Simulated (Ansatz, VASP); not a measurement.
# V in VASP and in Ansatz

```
V
1.0
    -1.49787    1.51300    1.51300
     1.51300   -1.49787    1.51300
     1.51300    1.51300   -1.49787
V
1
Direct
  0.00000 0.00000 0.00000
```

Change from the starting cell: equal xy, yz and zx shear strains of +1 %, crystal datasets.

Alike in both runs: task electric field gradients; functional PBEsol; k mesh 19 × 19 × 19; occupations fermi-dirac, width 0.03 eV; collinear spin.

|  | VASP | Ansatz |
| --- | --- | --- |
| version | VASP 6.6.1 | Ansatz 0.2.0 |
| potentials or method | VASP PAW PBE potentials, release 64 (V_sv), cutoff 400 eV | all-electron PAW with datasets made for the crystal, scalar-relativistic |

Ansatz gave:

| Quantity | Value |
| --- | --- |
| pressure (GPa) | -11.8 |
| traceless stress, the component that is largest in VASP (GPa) | -0.24 |
| net moment per atom (μB) | 0.00 |
| size of Vzz on the site where it differs most (V/Å²) | 2.3 |

**Question.** Estimate VASP's values.

**Answer.** Pressure (GPa): -13.0; traceless stress, the component that is largest in VASP (GPa): -0.24; net moment per atom (μB): 0.00; size of Vzz on the site where it differs most (V/Å²): 2.6.

VASP's potentials were made for PBE, not for PBEsol. Ansatz ran all-electron here, and VASP with PAW potentials. Ansatz's warnings: seeded moment not kept.
